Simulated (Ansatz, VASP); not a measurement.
**One calculation of HfHF3, two programs**

File INCAR:

```
ALGO     = Normal         # electronic algorithm
EDIFF    = 1E-7           # SCF threshold, eV
EDIFFG   = -0.01          # ionic threshold
ENCUT    = 600            # plane-wave cutoff, eV
GGA      = PE             # functional
IBRION   = 2              # ionic algorithm
ISIF     = 3              # what is computed and relaxed
ISMEAR   = 0              # smearing method
LASPH    = True           # aspherical terms in the spheres
LCHARG   = False          # write CHGCAR
LREAL    = False          # projectors in reciprocal space
LWAVE    = False          # write WAVECAR
NELM     = 80             # most SCF steps
NSW      = 100            # ionic steps
PREC     = Accurate       # precision mode
SIGMA    = 0.1            # smearing width, eV
```

The input KPOINTS:

```
k-points
0
Gamma
  12 12 10
```

The input POSCAR:

```
HfHF3
1.0
    3.4224129208      0.0000000000      0.0000000000
    0.0000000000      3.4224129208      0.0000000000
    0.0000000000      0.0000000000      3.9814629133
Hf H F
1 1 3
Direct
    0.5000000000      0.5000000000      0.5000000000
    0.0000000000      0.0000000000      0.0000000000
    0.0000000000      0.0000000000      0.5000000000
    0.0000000000      0.5000000000      0.0000000000
    0.5000000000      0.0000000000      0.0000000000
```

Input for Ansatz:

```yaml
crystal:
  lattice:
    - [3.4224129208, 0.0, 0.0]
    - [0.0, 3.4224129208, 0.0]
    - [0.0, 0.0, 3.9814629133]
  atoms:
    - { symbol: Hf, position: [0.5, 0.5, 0.5] }
    - { symbol: H, position: [0.0, 0.0, 0.0] }
    - { symbol: F, position: [0.0, 0.0, 0.5] }
    - { symbol: F, position: [0.0, 0.5, 0.0] }
    - { symbol: F, position: [0.5, 0.0, 0.0] }
basis:
  ecutwfc: 420
kpoints:
  mp_grid: { grid: [12, 12, 10] }
hamiltonian:
  xc: pbe
scf:
  occupations: { method: gaussian, width: 0.1 }
output:
  forces: true
  stress: true
  eigenvalues: true
  write_density: true
  write_potential: true
  elf: true
  volumetric_format: npy
relax:
  adjacent_minimum: "off"
  f_tol: 0.01
  max_steps: 80
  cell: { stress_tol: 0.05 }
```

Change from the starting cell: species swapped into the KCrF3 type (P4/mmm, No. 123).

Alike in both runs: task relaxation of cell and atoms; functional PBE; k mesh 12 × 12 × 10; occupations gaussian, width 0.1 eV; no spin polarisation.

```csv
,VASP,Ansatz
version,VASP 6.6.1,Ansatz 0.2.0
potentials or method,"VASP PAW PBE potentials, release 64 (Hf_pv, H, F), cutoff 600 eV","scalar-relativistic, plane waves, PAW"
valence electrons in the cell,32,48
```

Ansatz gave:

```
gap on the k mesh at the Fermi level, each at its own relaxed structure (eV)  : none
relaxed volume (Å³/atom)                                                      : 9.34
relaxed length of the cell vector where the two differ most in proportion (Å) : 3.424
```

Task: What did VASP give for the same quantities?

Result: gap on the k mesh at the Fermi level, each at its own relaxed structure (eV): none; relaxed volume (Å³/atom): 9.20; relaxed length of the cell vector where the two differ most in proportion (Å): 3.406.

A gap of «none» marks a metal or a gap that the smearing closes. VASP's potentials hold 32 valence electrons a cell and Ansatz's 48, so a difference there can come from the potentials and not from the codes.

Neither program's run includes spin-orbit coupling.
